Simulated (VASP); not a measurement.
Runs of VASP 6.6.1 on O. Symmetry: R-3m, No. 166, trigonal system. The conventional cell has a = 2.847 Å, b = 2.847 Å, c = 10.225 Å, α = 90.00°, β = 90.00°, γ = 120.00°. Within 1.6 Å of O (site symmetry 3m) lie 1 O at 1.18 Å. 

```tsv
smearing	gap on the mesh (eV)	pressure (GPa)	largest force (eV/Å)
gaussian 0.2 eV	none	(a)	4.30
tetrahedron	none	9.4	4.29
fermi-dirac 0.01 eV	none	9.4	4.28
methfessel-paxton 0.15 eV	none	9.4	4.29
methfessel-paxton 0.2 eV	none	9.4	4.29
```

Alike in all rows: task single point; level PBE; potentials or basis VASP PAW PBE potentials, release 64 (O); no spin polarisation; cell as given; k mesh 11 × 11 × 11; cutoff (eV) 520.

Question: Estimate the missing entries.

Answer: (a) 9.6.

Caveats: the standard files for N, O and F lose accuracy on very short bonds; spin is off for a triplet molecule; forces of over 1 eV/Å act on the atoms, so gaps and moduli don't describe the material at rest; tetrahedron occupations give inexact forces and stress in metals (some runs).

A gap of «none» marks levels without a gap at the run's occupations.
